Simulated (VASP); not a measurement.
WS2, 6 atoms in the cell. The structure is trigonal, space group P-3m1 (No. 164). Conventional cell: a = 3.154 Å, b = 3.154 Å, c = 15.140 Å, α = 90.00°, β = 90.00°, γ = 120.00°. Within 3.2 Å of W (site symmetry 3m) lie 6 S at 2.41 Å and 6 W at 3.15 Å. Within 3.2 Å of S (site symmetry 3m) lie 3 W at 2.41 Å and 7 S at 3.15 Å. S (site symmetry 3m) has 3 W at 2.41 Å and 7 S at 3.15 Å within 3.2 Å. 

| Item | Value |
| --- | --- |
| Program | VASP 6.6.1 |
| Task | single point |
| Functional | PBE |
| Dispersion | D3(BJ) |
| Potentials or basis | VASP PAW PBE potentials, release 64 (W_sv, S) |
| Cutoff | 520 eV |
| k mesh | 10 × 10 × 3 |
| Occupations | gaussian, width 0.05 eV |
| Spin | no spin polarisation |
| Dipole correction | no |
| Further INCAR settings | ALGO = Normal; EDIFF = 1e-07; NBANDS = 35 |

Potentials or basis: VASP PAW PBE potentials, release 64 (W_sv, S).

Launch:

```console
$ cat potpaw_PBE.64/W_sv/POTCAR potpaw_PBE.64/S/POTCAR > POTCAR
$ mpirun -np 1 vasp_std > vasp.out
```

Hardware: 1 thread of Intel Xeon 6975P-C, on a shared host.

Question: Estimate the wall time of this run.

Answer: Wall time 3 min on 1 thread of Intel Xeon 6975P-C, with other jobs on the host, peak memory 0.32 GiB. Counts: scf iterations 18, k points 36.
